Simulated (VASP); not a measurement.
Write the native input for VASP 6.6.1 that does the following.

```
Task                   : single point
Functional             : PBE
Potentials or basis    : VASP PAW PBE potentials, release 64 (Ba_sv, Ir_sv_GW)
Cutoff                 : 500 eV
k mesh                 : 8 × 8 × 8
Occupations            : gaussian, width 0.05 eV
Spin                   : no spin polarisation
Dipole correction      : no
Second run             : valence_matched
Further INCAR settings : ALGO = Normal; EDIFF = 1e-06; NBANDS = 38
```

The structure of BaIr3 lies in POSCAR:

```
BaIr3
1.0
    4.1422494332      0.0000000000      0.0000000000
    0.0000000000      4.1422494332      0.0000000000
    0.0000000000      0.0000000000      4.1422494332
Ba Ir
1 3
Direct
    0.0000000000      0.0000000000      0.0000000000
    0.0000000000      0.5000000000      0.5000000000
    0.5000000000      0.5000000000      0.0000000000
    0.5000000000      0.0000000000      0.5000000000
```

This cell differs from its parent crystal: volume scaled by 0.945.

One way to write it, as run:

INCAR

```
ALGO = Normal
EDIFF = 1E-6
ENCUT = 500
GGA = PE
GGA_COMPAT = False
ISIF = 2
ISMEAR = 0
LASPH = True
LCHARG = False
LREAL = False
LWAVE = False
NBANDS = 38
NELM = 120
PREC = Accurate
SIGMA = 0.05
```

KPOINTS

```
k-points
0
Gamma
  8 8 8
```

Potentials or basis: VASP PAW PBE potentials, release 64 (Ba_sv, Ir_sv_GW).

Launch:

```console
$ cat potpaw_PBE.64/Ba_sv/POTCAR potpaw_PBE.64/Ir_sv_GW/POTCAR > POTCAR
$ mpirun -np 1 vasp_std > vasp.out
```

It gave:

```json
{
 "Pressure": "11.5 GPa"
}
```

Wall time 53 s on 1 thread of Intel(R) Xeon(R) Platinum 8488C (Sapphire Rapids), with other jobs on the host, peak memory 0.22 GiB.
